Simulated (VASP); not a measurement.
Input of a VASP 6.6.1 run:

INCAR

```
SYSTEM = Hf2Si3
PREC = Accurate ; ENCUT = 520
EDIFF = 1E-7 ; ISMEAR = 0
SIGMA = 0.1 ; LREAL = .False.
LASPH = .True. ; NELM = 100
ALGO = Normal ; ISIF = 2
LWAVE = .False. ; LCHARG = .False.
GGA = PE ; NBANDS = 24
```

Contents of KPOINTS:

```
Automatic mesh
0
Gamma
  6 6 4
  0 0 0
```

POSCAR

```
Hf2Si3
1.0
    4.1442166618      0.0000000000      0.0000000000
   -2.0721083309      3.5889969079      0.0000000000
    0.0000000000      0.0000000000      7.7897998795
Hf Si
2 3
Direct
    0.0000000000      0.0000000000      0.6823082704
    0.0000000000      0.0000000000      0.3176917296
    0.3333333333      0.6666666667      0.0000000000
    0.6666666667      0.3333333333      0.0000000000
    0.0000000000      0.0000000000      0.0000000000
```

Potentials or basis: VASP PAW PBE potentials, release 64 (Hf_pv, Si).

The run is started by

```console
$ cat potpaw_PBE.64/Hf_pv/POTCAR potpaw_PBE.64/Si/POTCAR > POTCAR
$ mpirun -np 1 vasp_std > vasp.out
```

(1) Estimate the largest force.

(2) Predict the band gap on the k mesh.

(3) Predict the pressure.

## Answers

(1) 0.007 eV/Å.

(2) zero (bands 16 and 17 overlap by 1.73 eV).

(3) -0.1 GPa.

Caveat: spin-orbit coupling is left out, which moves the levels of the heavy elements.
